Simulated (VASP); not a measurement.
Set up this calculation in VASP 6.6.1, as the native input.

```yaml
Task: single point
Functional: PBEsol
Potentials_or_basis: VASP PAW PBE potentials, release 64 (Hg)
Cutoff: 520 eV
k_mesh: 18 × 18 × 10
Occupations: gaussian, width 0.15 eV
Spin: no spin polarisation
Dipole_correction: no
Further_INCAR_settings: ALGO = Fast; EDIFF = 1e-06; NBANDS = 19
```

The structure of Hg lies in POSCAR:

```
Hg
1.0
    3.4618096384      0.0000000000      0.0000000000
   -1.7309048192      2.9980150899      0.0000000000
    0.0000000000      0.0000000000      5.4875482800
Hg
2
Direct
    0.6666666667      0.3333333333      0.7500000000
    0.3333333333      0.6666666667      0.2500000000
```

The input as run:

INCAR

```
ALGO = Fast
EDIFF = 1E-6
ENCUT = 520
GGA = PS
ISIF = 2
ISMEAR = 0
LASPH = T
LCHARG = T
LELF = T
LREAL = F
LVHAR = T
LWAVE = F
NBANDS = 19
NELM = 80
PREC = Accurate
SIGMA = 0.15
```

KPOINTS

```
k-points
0
Gamma
  18 18 10
```

Potentials or basis: VASP PAW PBE potentials, release 64 (Hg).

Command:

```sh
$ cat potpaw_PBE.64/Hg/POTCAR > POTCAR
$ mpirun -np 1 vasp_std > vasp.out
```

It gave:

```json
{"Pressure": "-2.4 GPa", "Band gap on the k mesh": "zero (bands 12 and 13 overlap by 0.37 eV)"}
```

Caveat: the PAW data sets were made with another functional, which shifts forces and pressure a little; spin-orbit coupling is left out, which moves the levels of the heavy elements.

Wall time 2.9 min on 1 thread of Intel(R) Xeon(R) Platinum 8259CL CPU @ 2.50GHz (Skylake/Cascade Lake), with other jobs on the host, peak memory 0.32 GiB.
